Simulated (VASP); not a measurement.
A run of VASP 6.6.1 is set up as follows.

File INCAR:

```
SYSTEM = Mg2Sn
PREC = Accurate
ENCUT = 600
EDIFF = 1E-7
ISMEAR = -1
SIGMA = 0.1
LREAL = .False.
LASPH = .True.
NELM = 120
ALGO = Normal
ISIF = 3
LWAVE = .False.
LCHARG = .False.
GGA = PS
IBRION = 2
NSW = 100
EDIFFG = -0.002
PSTRESS = 20.0
GGA_COMPAT = .False.
NELMIN = 4
```

File KPOINTS:

```
Automatic mesh
0
Gamma
  12 12 12
  0 0 0
```

The input POSCAR:

```
Mg2Sn
1.0
    0.0000000000      3.3739531254      3.3739531254
    3.3739531254      0.0000000000      3.3739531254
    3.3739531254      3.3739531254      0.0000000000
Mg Sn
2 1
Direct
    0.2500000000      0.2500000000      0.2500000000
    0.7500000000      0.7500000000      0.7500000000
    0.0000000000      0.0000000000      0.0000000000
```

Potentials or basis: VASP PAW PBE potentials, release 64 (Mg, Sn_d).

The run is started by

```console
$ cat potpaw_PBE.64/Mg/POTCAR potpaw_PBE.64/Sn_d/POTCAR > POTCAR
$ mpirun -np 1 vasp_std > vasp.out
```

Problem. What does it give for the band gap on the k mesh?

Solution. Zero (bands 9 and 10 overlap by 0.04 eV).

Problem. What does it give for the relaxed cell?

Solution. a = 4.702 Å, b = 4.702 Å, c = 4.702 Å, α = 60.00°, β = 60.00°, γ = 60.00°.

Step by step:
| step | energy change (eV) | largest force (eV/Å) | pressure (GPa) | volume (Å³) |
| --- | --- | --- | --- | --- |
| 1 | 0.0000 | 0.0000 | -0.12 | 76.82 |
| 2 | 0.0237 | 0.0000 | 2.27 | 73.12 |
| 3 | 0.0187 | 0.0000 | 2.00 | 73.49 |

Caveat: the cell is relaxed towards a set pressure, so the run minimises the enthalpy, not the energy; the PAW data sets were made with another functional, which shifts forces and pressure a little; spin-orbit coupling is left out, which moves the levels of the heavy elements.
